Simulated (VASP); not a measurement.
Input of a VASP 6.6.1 run:

INCAR

```
SYSTEM = ZrO2
ALGO     = Normal         ! electronic algorithm
EDIFF    = 1E-6           ! SCF threshold, eV
ENCUT    = 600            ! plane-wave cutoff, eV
GGA      = CA             ! functional
GGA_COMPAT= .FALSE.      
ISIF     = 2              ! what is computed and relaxed
ISMEAR   = 0              ! smearing method
LASPH    = .TRUE.         ! aspherical terms in the spheres
LCHARG   = .TRUE.         ! write CHGCAR
LELF     = .TRUE.         ! ELF
LREAL    = .FALSE.        ! projectors in reciprocal space
LVHAR    = .TRUE.       
LWAVE    = .FALSE.        ! write WAVECAR
NBANDS   = 19             ! bands
NELM     = 120            ! most SCF steps
PREC     = Accurate       ! precision mode
SIGMA    = 0.01           ! smearing width, eV
```

File KPOINTS:

```
k-points
0
G
  8 8 8
  0 0 0
```

Contents of POSCAR:

```
ZrO2
1.0
    0.0000000000      2.5040664960      2.5040664960
    2.5040664960      0.0000000000      2.5040664960
    2.5040664960      2.5040664960      0.0000000000
Zr O
1 2
Direct
    0.0000000000      0.0000000000      0.0000000000
    0.2500000000      0.2500000000      0.2500000000
    0.7500000000      0.7500000000      0.7500000000
```

Potentials or basis: VASP PAW LDA potentials, release 64 (Zr_sv, O).

Command:

```bash
$ cat potpaw_LDA.64/Zr_sv/POTCAR potpaw_LDA.64/O/POTCAR > POTCAR
$ mpirun -np 1 vasp_std > vasp.out
```

(1) Estimate the pressure.

(2) What does it give for the band gap on the k mesh?

## Answers

(1) 3.6 GPa.

(2) 3.36 eV (least direct gap 3.83 eV).

Caveat: the cell stands under pressure.
